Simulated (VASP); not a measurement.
Write the native input for VASP 6.6.1 that does the following.

- Task: single point
- Functional: PBE
- Potentials or basis: VASP PAW PBE potentials, release 64 (Al, N, Si, O)
- Cutoff: 520 eV
- k mesh: 1 × 1 × 1, shifted
- Occupations: fermi-dirac, width 0.05 eV
- Spin: no spin polarisation
- Dipole correction: no
- Further INCAR settings: LREAL = Auto; ALGO = Normal; EDIFF = 1e-06; NBANDS = 87; ISYM = 0

The structure of AlSi8NO16 lies in POSCAR:

```
AlSi8NO16
1.0
    7.6361610000     -0.1511100000     -0.0835260000
   -0.1511100000      7.3133010000     -0.0381800000
   -0.0835260000     -0.0381800000      6.8622450000
Al N Si O
1 1 8 16
Direct
    0.4528222098      0.6780614295      0.6909996384
    0.5247248117      0.4236729560      0.6872102349
    0.6144255801      0.6239709152      0.2940091356
    0.7502359635      0.3790776372      0.5965350105
    0.0400754155      0.6692791753      0.6592264511
    0.2463504308      0.6559931121      0.2457849411
    0.4156198426      0.9630346437      0.0611290803
    0.0853197004      1.0225088715      0.8638945129
    0.8924563985      0.0214254505      0.5037370914
    0.7866681870      0.9885332327      0.1726728565
    0.4319054927      0.5454609048      0.1857658879
    0.3034832563      0.8840637115      0.2564607202
    0.2345480379      0.6294273992      0.5975241918
    0.5889940403      0.0811580683      0.1305524550
    0.0718404786      0.1083276375      0.6376585938
    0.4645420033      0.8027763509      0.9028325769
    0.7190855102      0.4426336391      0.3699849085
    0.7587938702      0.7619628843      0.1619848548
    0.9165676943      0.4854410138      0.6988660957
    0.4162517401      0.2944168430      0.6886116246
    0.9222296671      0.0709662464      1.0109846918
    0.0834011010      0.8074391867      0.8456540372
    0.2644352121      0.0904807354     -0.0319264658
    0.6029014721      0.7320903372      0.5018741181
    0.7425560425      0.1548546320      0.5977708586
    0.9180280322      0.8031506473      0.5313047700
```

These files were run (other wordings do the same):

INCAR

```
ALGO = Normal ; EDIFF = 1E-6
ENCUT = 520 ; GGA = PE
ISIF = 2 ; ISMEAR = -1
ISYM = 0 ; LASPH = True
LCHARG = False ; LREAL = Auto
LWAVE = False ; NBANDS = 87
NELM = 100 ; PREC = Accurate
SIGMA = 0.05
```

KPOINTS

```
Automatic mesh
0
Gamma
  1 1 1
  0.25 0.25 0.25
```

Potentials or basis: VASP PAW PBE potentials, release 64 (Al, N, Si, O).

The run is started by

```bash
$ cat potpaw_PBE.64/Al/POTCAR potpaw_PBE.64/N/POTCAR potpaw_PBE.64/Si/POTCAR potpaw_PBE.64/O/POTCAR > POTCAR
$ mpirun -np 1 vasp_std > vasp.out
```

Results of the run:

* Pressure: 1.1 GPa
* Largest force: 2.794 eV/Å
* Band gap on the k mesh: 0.26 eV

Caveat: the k points lie up to 0.92 Å⁻¹ apart; the standard files for N, O and F lose accuracy on very short bonds.

It took 91 s on 1 thread of Intel Xeon 6975P-C, with other jobs on the host, peak memory 0.41 GiB.
